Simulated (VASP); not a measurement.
# YGaC2N2 in VASP: notebook

Runs on YGaC2N2. Level: PBE. Tasks: single point, relaxation of cell and atoms.

Everything below comes from runs of VASP 6.6.1. Logs are shortened: lines on timing, memory, paths and dates and some standing lists are left out, and cuts for length are marked.

**1. The cell of the first run**

The typed cell holds 6 atoms: a = 3.363 Å, b = 3.673 Å, c = 8.059 Å, α = 103.09°, β = 102.24°, γ = 117.12°.

**2. Single point, PBE**

Input file INCAR:

```
SYSTEM = YGaC2N2
  PREC = Accurate
  ENCUT = 520
  EDIFF = 1E-6
  ISMEAR = 0
  SIGMA = 0.1
  LREAL = .False.
  LASPH = .True.
  NELM = 60
  ALGO = Normal
  ISIF = 2
  LWAVE = .False.
  LCHARG = .True.
  GGA = PE
  LELF = .True.
  LVHAR = .True.
  NBANDS = 30
```

Input file KPOINTS:

```
regular mesh
0
Gamma
  6 6 2
  0 0 0
```

Input file POSCAR:

```
YGaC2N2
1.0
    3.3403046414     -0.2675752192     -0.2855226538
   -1.4269050676      3.3820547901     -0.1386059419
   -1.2411586721     -2.1925427910      7.6550585036
Y Ga C N
1 1 2 2
Direct
    0.5000000000      0.5000000000      0.5000000000
    0.0000000000      0.0000000000      0.0000000000
    0.4079053685     -0.0037812809      0.8206127541
    0.5920946315      1.0037812809      0.1793872459
    0.3441798409      0.0241098770      0.6640302486
    0.6558201591      0.9758901230      0.3359697514
```

Potentials or basis: VASP PAW PBE potentials, release 64 (Y_sv, Ga_d, C, N).

Launch:

```console
cat potpaw_PBE.64/Y_sv/POTCAR potpaw_PBE.64/Ga_d/POTCAR potpaw_PBE.64/C/POTCAR potpaw_PBE.64/N/POTCAR > POTCAR
mpirun -np 1 vasp_std > vasp.out
```

OUTCAR:

```text
SYSTEM = YGaC2N2
   PREC = Accurate
   ENCUT = 520
   EDIFF = 1E-6
   ISMEAR = 0
   LREAL = .False.
   LASPH = .True.
   NELM = 60
   ISIF = 2
   GGA = PE

 ion  position               nearest neighbor table
   1  0.500  0.500  0.500-   5 2.36   6 2.36   5 2.41   6 2.41   6 2.41   5 2.41   4 2.96   3 2.96
                             4 2.97   3 2.97
   2  0.000  0.000  0.000-   4 2.19   3 2.19   4 2.20   3 2.20
   3  0.408  0.996  0.821-   5 1.27   2 2.19   2 2.20   1 2.96   1 2.97
   4  0.592  0.004  0.179-   6 1.27   2 2.19   2 2.20   1 2.96   1 2.97
   5  0.344  0.024  0.664-   3 1.27   1 2.36   1 2.41   1 2.41
   6  0.656  0.976  0.336-   4 1.27   1 2.36   1 2.41   1 2.41

  LATTYP: Found a triclinic cell.
 ALAT       =     3.6733587195
 B/A-ratio  =     2.7337304216
 C/A-ratio  =     0.9155508123
 COS(alpha) =     0.0005445422
 COS(beta)  =     0.4558569367
 COS(gamma) =     0.6102841309

  Lattice vectors:

 A1 = (   1.4269050676,  -3.3820547901,   0.1386059419)
 A2 = (  -1.1587354079,  -7.4184711409,  -6.6681953703)
 A3 = (   3.3403046414,  -0.2675752192,  -0.2855226538)

Analysis of symmetry for initial positions (statically):
=====================================================================
 Subroutine PRICEL returns:
 Original cell was already a primitive cell.

 Routine SETGRP: Setting up the symmetry group for a
 triclinic supercell.

 Subroutine GETGRP returns: Found  2 space group operations
 (whereof  2 operations were pure point group operations)
 out of a pool of  2 trial point group operations.

The static configuration has the point symmetry S_2 .

Analysis of symmetry for dynamics (positions and initial velocities):
=====================================================================
 Subroutine PRICEL returns:
 Original cell was already a primitive cell.

 Routine SETGRP: Setting up the symmetry group for a
 triclinic supercell.

 Subroutine GETGRP returns: Found  2 space group operations
 (whereof  2 operations were pure point group operations)
 out of a pool of  2 trial point group operations.

The dynamic configuration has the point symmetry S_2 .

 Subroutine INISYM returns: Found  2 space group operations
 (whereof  2 operations are pure point group operations),
 and found     1 'primitive' translations

----------------------------------------------------------------------------------------

                                     Primitive cell

  volume of cell :      80.4042

  direct lattice vectors                    reciprocal lattice vectors
     3.340304641 -0.267575219 -0.285522654     0.318216208  0.137991177  0.091117314
    -1.426905068  3.382054790 -0.138605942     0.033260996  0.313613474  0.095217187
    -1.241158672 -2.192542791  7.655058504     0.012471245  0.010825299  0.135755164

  length of vectors
     3.363146560  3.673358720  8.059009830     0.358616069  0.329432872  0.136755927

  position of ions in fractional coordinates (direct lattice)
     0.500000000  0.500000000  0.500000000
     0.000000000  0.000000000  0.000000000
     0.407905369  0.996218719  0.820612754
     0.592094631  0.003781281  0.179387246
     0.344179841  0.024109877  0.664030249
     0.655820159  0.975890123  0.335969751

  ion indices of the primitive-cell ions
   primitive index   ion index
                 1           1
                 2           2
                 3           3
                 4           4
                 5           5
                 6           6

----------------------------------------------------------------------------------------

 KPOINTS: regular mesh

Automatic generation of k-mesh.
 Grid dimensions read from file:
 generate k-points for:    6    6    2

 Generating k-lattice:

  Cartesian coordinates                     Fractional coordinates (reciprocal lattice)
     0.053036035  0.022998529  0.015186219     0.166666667  0.000000000  0.000000000
     0.005543499  0.052268912  0.015869531     0.000000000  0.166666667  0.000000000
     0.006235622  0.005412650  0.067877582     0.000000000  0.000000000  0.500000000

  Length of vectors
     0.059769345  0.054905479  0.068377964

  Shift w.r.t. Gamma in fractional coordinates (k-lattice)
     0.000000000  0.000000000  0.000000000

 Subroutine IBZKPT returns following result:
 ===========================================

 Found     40 irreducible k-points:

 Following reciprocal coordinates:
            Coordinates               Weight
  0.000000  0.000000  0.000000      1.000000
  0.166667  0.000000 -0.000000      2.000000
  0.333333  0.000000  0.000000      2.000000
  0.500000  0.000000  0.000000      1.000000
  0.000000  0.166667  0.000000      2.000000
  0.166667  0.166667 -0.000000      2.000000
[... 16 lines left out ...]
  0.333333  0.000000  0.500000      2.000000
  0.500000  0.000000  0.500000      1.000000
 [... further k-points ...]
[... 61 lines left out ...]
  ext. energy  EPLUGINS =         0.00000000
  ---------------------------------------------------
  free energy    TOTEN  =       -44.67717030 eV

  energy without entropy =      -44.67250174  energy(sigma->0) =      -44.67483602

 E-fermi :   4.9408     XC(G=0): -10.5272

 val. band max:        4.8838226613   @ k =   0.0000   0.1667   0.5000
 cond. band min:       4.9922076157   @ k =   0.3333   0.3333   0.5000
 fundamental gap:      0.1083849544
 Fermi energy:         4.9408003324

 k-point     1 :       0.0000    0.0000    0.0000
  band No.  band energies     occupation
      1     -38.0336      2.00000
      2     -18.4011      2.00000
      3     -17.8541      2.00000
      4     -17.8269      2.00000
      5     -14.1031      2.00000
      6     -13.4421      2.00000
[... 22 lines left out ...]
     29      10.5322      0.00000
     30      10.8344      0.00000

 k-point     2 :       0.1667    0.0000   -0.0000
  band No.  band energies     occupation
      1     -38.0149      2.00000
      2     -18.3232      2.00000
      3     -18.0811      2.00000
      4     -17.8868      2.00000
      5     -13.8918      2.00000
      6     -13.5239      2.00000
[... 22 lines left out ...]
     29      10.5897      0.00000
     30      11.2144      0.00000

 k-point     3 :       0.3333    0.0000    0.0000
  band No.  band energies     occupation
      1     -37.9772      2.00000
      2     -18.5245      2.00000
      3     -18.1556      2.00000
      4     -17.9555      2.00000
      5     -13.7294      2.00000
      6     -13.4825      2.00000
[... 22 lines left out ...]
     29      10.9570      0.00000
     30      11.7501      0.00000

 k-point     4 :       0.5000    0.0000    0.0000
  band No.  band energies     occupation
      1     -37.9582      2.00000
      2     -18.7239      2.00000
      3     -18.0663      2.00000
      4     -17.9890      2.00000
      5     -13.7951      2.00000
      6     -13.3410      2.00000
[... 22 lines left out ...]
     29      11.2923      0.00000
     30      11.8251      0.00000

 k-point     5 :       0.0000    0.1667    0.0000
  band No.  band energies     occupation
      1     -38.0233      2.00000
      2     -18.3597      2.00000
      3     -18.0351      2.00000
      4     -17.8480      2.00000
      5     -13.9476      2.00000
      6     -13.4945      2.00000
[... 22 lines left out ...]
     29      10.1033      0.00000
     30      11.0703      0.00000
[... 526 lines left out ...]
     29      10.8456      0.00000
     30      10.9089      0.00000

 k-point    22 :       0.1667    0.0000    0.5000
  band No.  band energies     occupation
      1     -38.0149      2.00000
      2     -18.3240      2.00000
      3     -18.0810      2.00000
      4     -17.8868      2.00000
      5     -13.8609      2.00000
      6     -13.5566      2.00000
[... 22 lines left out ...]
     29      10.4763      0.00000
     30      11.1402      0.00000

 k-point    23 :       0.3333    0.0000    0.5000
  band No.  band energies     occupation
      1     -37.9772      2.00000
      2     -18.5246      2.00000
      3     -18.1553      2.00000
      4     -17.9555      2.00000
      5     -13.7127      2.00000
      6     -13.5013      2.00000
[... 22 lines left out ...]
     29      11.3699      0.00000
     30      11.5117      0.00000

 k-point    24 :       0.5000    0.0000    0.5000
  band No.  band energies     occupation
      1     -37.9582      2.00000
      2     -18.7240      2.00000
      3     -18.0660      2.00000
      4     -17.9889      2.00000
      5     -13.7979      2.00000
      6     -13.3358      2.00000
[... 22 lines left out ...]
     29      11.4832      0.00000
     30      11.7521      0.00000

 [... further k-points ...]

------------------------ aborting loop because EDIFF is reached ----------------------------------------

  FORCE on cell =-STRESS in cart. coord.  units (eV):
  Direction    XX          YY          ZZ          XY          YZ          ZX
  --------------------------------------------------------------------------------------
  -------------------------------------------------------------------------------------
  Total       -0.1120244     -0.1336518      0.1950965     -0.0546020     -0.1295766      0.0062281
  in kB       -2.2322569     -2.6632171      3.8875973     -1.0880276     -2.5820116      0.1241037
  external PRESSURE =      -0.3359589 kB  Pullay stress =       0.0000000 kB

 VOLUME and BASIS-vectors are now :
 -----------------------------------------------------------------------------
  energy-cutoff  :      520.00
  volume of cell :       80.40
      direct lattice vectors                 reciprocal lattice vectors
     3.340304641 -0.267575219 -0.285522654     0.318216208  0.137991177  0.091117314
    -1.426905068  3.382054790 -0.138605942     0.033260996  0.313613474  0.095217187
    -1.241158672 -2.192542791  7.655058504     0.012471245  0.010825299  0.135755164

 POSITION                                       TOTAL-FORCE (eV/Angst)
 -----------------------------------------------------------------------------------
      0.33612      0.46097      3.61546         0.000000      0.000000      0.000000
      0.00000      0.00000      0.00000         0.000000      0.000000      0.000000
     -1.07749      1.46089      6.02729         0.008530     -0.041689      0.131811
      1.74973     -0.53896      1.20364        -0.008530      0.041689     -0.131811
      0.29110     -1.46647      4.98158        -0.008502      0.060625     -0.133558
      0.38114      2.38840      2.24935         0.008502     -0.060625      0.133558
 -----------------------------------------------------------------------------------
    total drift:                               -0.000000      0.000000     -0.000000

  FREE ENERGIE OF THE ION-ELECTRON SYSTEM (eV)
  ---------------------------------------------------
  free  energy   TOTEN  =       -44.6771702980 eV

  energy  without entropy=      -44.6725017396  energy(sigma->0) =      -44.67483602
```

It took 58 s on 1 thread of Intel Xeon 6975P-C (Granite Rapids), shared host; peak memory 0.28 GiB.

Results:

```yaml
Free_energy: -44.6772 eV
Pressure: 0.0 GPa
Largest_force: 0.147 eV/Å
Band_gap_on_the_k_mesh: zero (bands 21 and 22 overlap by 0.82 eV)
```

Forces on the atoms (eV/Å):
```
Y    0.000  0.000  0.000
Ga   0.000  0.000  0.000
C    0.009 -0.042  0.132
C   -0.009  0.042 -0.132
N   -0.009  0.061 -0.134
N    0.009 -0.061  0.134
```

Caveat: the k points lie up to 0.43 Å⁻¹ apart, too coarse for converged energies and pressures of a metal.

**3. Single point, PBE**

This run uses another cell than the first one, of the same volume but with other edges.

Input file INCAR:

```
PREC = Accurate
ENCUT = 520
EDIFF = 1E-6
ISMEAR = 0
SIGMA = 0.1
LREAL = False
LASPH = True
NELM = 100
ALGO = Normal
ISIF = 2
LWAVE = False
LCHARG = True
GGA = PE
LELF = True
LVHAR = True
NBANDS = 30
```

Input file KPOINTS:

```
Automatic mesh
0
Gamma
  6 6 4
```

Input file POSCAR:

```
YGaC2N2
1.0
    3.2800234165     -1.6739561484     -0.0105784519
    3.2800234165      1.6739561484     -0.0105784519
   -0.3684497345      0.0000000000      7.3250763264
Y Ga C N
1 1 2 2
Direct
    0.0000000000      0.0000000000      0.5000000000
    0.0000000000      0.0000000000      0.0000000000
    0.5875709730      0.5875709730      0.1794109233
    0.4124290270      0.4124290270      0.8205890767
    0.6798973494      0.6798973494      0.3358488149
    0.3201026506      0.3201026506      0.6641511851
```

Potentials or basis: VASP PAW PBE potentials, release 64 (Y_sv, Ga_d, C, N).

Launch:

```console
cat potpaw_PBE.64/Y_sv/POTCAR potpaw_PBE.64/Ga_d/POTCAR potpaw_PBE.64/C/POTCAR potpaw_PBE.64/N/POTCAR > POTCAR
mpirun -np 1 vasp_std > vasp.out
```

Run time: 67 s. Hardware: 1 thread of Intel Xeon 6975P-C (Granite Rapids), shared host; peak memory 0.29 GiB.

Results (log left out):

```yaml
Free_energy: -44.6803 eV
Pressure: 0.2 GPa
Largest_force: 0.149 eV/Å
Band_gap_on_the_k_mesh: zero (bands 21 and 22 overlap by 0.87 eV)
```

Forces in eV/Å, atoms in the order of the input:
```
Y    0.000  0.000  0.000
Ga   0.000  0.000  0.000
C   -0.054  0.000 -0.116
C    0.054  0.000  0.116
N    0.063  0.000  0.135
N   -0.063  0.000 -0.135
```

Stress tensor (GPa, compression positive):
```
-0.08  0.00  0.23
 0.00  0.03  0.00
 0.23  0.00  0.70
```

Levels at points of the mesh, in eV from the Fermi level:
| k point | band 17 | band 18 | band 19 | band 20 | band 21 | band 22 | band 23 | band 24 | band 25 | band 26 |
| --- | --- | --- | --- | --- | --- | --- | --- | --- | --- | --- |
| (0.00, 0.00, 0.00) | -4.92 | -4.76 | -4.56 | -0.46 | 0.59 | 0.88 | 1.04 | 1.40 | 1.87 | 3.75 |
| (0.50, 0.00, 0.00) | -5.92 | -5.19 | -4.04 | -3.76 | -0.57 | -0.20 | 1.69 | 2.00 | 2.98 | 3.39 |
| (0.50, 0.50, 0.00) | -5.26 | -5.15 | -4.89 | -1.06 | -0.55 | 0.57 | 2.07 | 2.36 | 2.62 | 3.60 |
| (0.00, 0.00, 0.50) | -5.49 | -4.81 | -4.50 | -0.52 | -0.19 | 0.81 | 1.38 | 2.56 | 2.70 | 2.86 |
| (0.50, 0.00, 0.50) | -5.95 | -5.17 | -3.96 | -2.88 | -1.82 | 1.06 | 1.14 | 1.70 | 3.20 | 4.26 |
| (0.50, 0.50, 0.50) | -5.54 | -4.84 | -4.80 | -2.24 | 0.30 | 0.93 | 1.86 | 2.36 | 2.61 | 3.62 |

**4. Relaxation of cell and atoms, PBE**

This run uses another cell than the first one, of the same volume but with other edges.

Input file INCAR:

```
SYSTEM = YGaC2N2
  ALGO = Normal
  EDIFF = 1E-6
  EDIFFG = -0.04
  ENCUT = 600
  GGA = PE
  IBRION = 2
  ISIF = 3
  ISMEAR = 0
  LASPH = .TRUE.
  LCHARG = .FALSE.
  LREAL = .FALSE.
  LWAVE = .FALSE.
  NELM = 100
  NSW = 90
  PREC = Accurate
  SIGMA = 0.1
```

Input file KPOINTS:

```
k-points
0
G
  6 6 4
  0 0 0
```

Input file POSCAR:

```
YGaC2N2
1.0
    3.2694917712     -1.6815732798      0.0000000000
    3.2694917712      1.6815732798      0.0000000000
   -0.3436836109      0.0000000000      7.3123254963
Y Ga C N
1 1 2 2
Direct
    0.0000000000      0.0000000000      0.5000000000
    0.0000000000      0.0000000000      0.0000000000
    0.5878029825      0.5878029825      0.1793872459
    0.4121970175      0.4121970175      0.8206127541
    0.6800398142      0.6800398142      0.3359697514
    0.3199601858      0.3199601858      0.6640302486
```

Launch:

```console
cat potpaw_PBE.64/Y_sv/POTCAR potpaw_PBE.64/Ga_d/POTCAR potpaw_PBE.64/C/POTCAR potpaw_PBE.64/N/POTCAR > POTCAR
mpirun -np 1 vasp_std > vasp.out
```

It took 2.6 min on 1 thread of Intel Xeon 6975P-C (Granite Rapids), shared host; peak memory 0.33 GiB.

Results (log left out):

```yaml
Free_energy: -44.6851 eV
Relaxed_volume: 13.39 Å³/atom
Relaxed_cell: a = 3.676 Å, b = 3.676 Å, c = 7.322 Å, α = 92.40°, β = 92.40°, γ = 54.41°
Space_group_after_relaxing_to_0.1_Å: C2/m (No. 12)
Energy_gained_by_relaxing: 0.0 meV/atom
Ionic_steps: 3
Pressure_after_relaxing: -0.2 GPa
Largest_force_after_relaxing: 0.038 eV/Å
Band_gap_on_the_k_mesh: zero (bands 21 and 22 overlap by 0.89 eV)
```

Forces on the atoms (eV/Å):
```
Y    0.000  0.000  0.000
Ga   0.000  0.000  0.000
C    0.019  0.000  0.029
C   -0.019  0.000 -0.029
N   -0.014  0.000 -0.035
N    0.014  0.000  0.035
```

Stress tensor (GPa, compression positive):
```
-0.06  0.00 -0.26
 0.00 -0.43  0.00
-0.26  0.00 -0.23
```

The path:
```
step  energy change (eV)  largest force (eV/Å)  pressure (GPa)  volume (Å³)
   1              0.0000                0.0734           -0.14        80.40
   2              0.0014                0.3334           -0.56        80.27
   3             -0.0002                0.0378           -0.24        80.37
```

Final structure:
```cif
data_structure
_symmetry_space_group_name_H-M 'P 1'
_symmetry_Int_Tables_number 1
_cell_length_a 3.6761
_cell_length_b 3.6761
_cell_length_c 7.3215
_cell_angle_alpha 92.401
_cell_angle_beta 92.401
_cell_angle_gamma 54.408
_cell_volume 80.37
loop_
_atom_site_label
_atom_site_type_symbol
_atom_site_fract_x
_atom_site_fract_y
_atom_site_fract_z
_atom_site_occupancy
Y1 Y 0.00000 0.00000 0.50000 1
Ga1 Ga 0.00000 0.00000 0.00000 1
C1 C 0.58774 0.58774 0.17928 1
C2 C 0.41226 0.41226 0.82072 1
N1 N 0.68012 0.68012 0.33608 1
N2 N 0.31988 0.31988 0.66392 1
```

Levels at points of the mesh, in eV from the Fermi level:
```
           k point  band 17  band 18  band 19  band 20  band 21  band 22  band 23  band 24  band 25
(0.00, 0.00, 0.00)    -4.89    -4.74    -4.52    -0.45     0.61     0.84     1.01     1.49     1.86
(0.50, 0.00, 0.00)    -5.87    -5.16    -4.03    -3.74    -0.56    -0.20     1.67     2.04     3.02
(0.50, 0.50, 0.00)    -5.26    -5.14    -4.85    -1.02    -0.52     0.54     2.04     2.33     2.60
(0.00, 0.00, 0.50)    -5.45    -4.76    -4.48    -0.49    -0.23     0.80     1.47     2.53     2.67
(0.50, 0.00, 0.50)    -5.91    -5.13    -3.95    -2.86    -1.82     1.07     1.13     1.74     3.26
(0.50, 0.50, 0.50)    -5.55    -4.82    -4.79    -2.21     0.27     0.98     1.82     2.34     2.59
```

**5. Overview**

```csv
task,cell,k mesh,cutoff (eV),gap on the mesh (eV),pressure (GPa),largest force (eV/Å)
single point,"a = 3.363, b = 3.673, c = 8.059 Å, angles 103.1, 102.2, 117.1°, 6 atoms, atomic positions A",6 × 6 × 2,520,none,0.0,0.15
single point,"a = 3.682, b = 3.682, c = 7.334 Å, angles 92.7, 92.7, 54.1°, 6 atoms, atomic positions B",6 × 6 × 4,520,none,0.2,0.15
relaxation of cell and atoms,"relaxed from a = 3.677, b = 3.677, c = 7.320 Å, angles 92.4, 92.4, 54.4°, 6 atoms, atomic positions B",6 × 6 × 4,600,none,-0.2,0.04
```

Alike in all rows: level PBE; potentials or basis VASP PAW PBE potentials, release 64 (Y_sv, Ga_d, C, N); no spin polarisation; smearing gaussian 0.1 eV.

Caveats: some runs use coarse meshes.

Total energies depend on the potentials used, so only differences within one code and one set of settings carry meaning.
